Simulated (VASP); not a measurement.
A run of VASP 6.6.1:

Contents of INCAR:

```
ALGO = Normal ; EDIFF = 1E-7
EDIFFG = -0.002 ; ENCUT = 520
GGA = PE ; GGA_COMPAT = F
IBRION = 2 ; ISIF = 2
ISMEAR = 0 ; LASPH = T
LCHARG = F ; LREAL = F
LWAVE = F ; NELM = 120
NELMIN = 4 ; NSW = 60
PREC = Accurate ; SIGMA = 0.02
```

The input KPOINTS:

```
k-points
0
Gamma
  6 6 6
```

The input POSCAR:

```
SrO
1.0
    0.0000000000      2.5716301319      2.6131918310
    2.5716301319      0.0000000000      2.6131918310
    2.5716301319      2.5716301319      0.0000000000
Sr O
1 1
Direct
    0.0000000000      0.0000000000      0.0000000000
    0.5000000000      0.5000000000      0.5000000000
```

Potentials or basis: VASP PAW PBE potentials, release 64 (Sr_sv, O).

Run with:

```bash
$ cat potpaw_PBE.64/Sr_sv/POTCAR potpaw_PBE.64/O/POTCAR > POTCAR
$ mpirun -np 1 vasp_std > vasp.out
```

Hardware: 1 thread of Intel(R) Xeon(R) Platinum 8375C CPU @ 2.90GHz (Ice Lake) (shared host).

**Question.** How long does it take, and how much memory?

**Answer.** Wall time 13 s on 1 thread of Intel(R) Xeon(R) Platinum 8375C CPU @ 2.90GHz (Ice Lake), with other jobs on the host, peak memory 0.16 GiB. Counts: scf iterations 14, k points 30, ion steps 1.
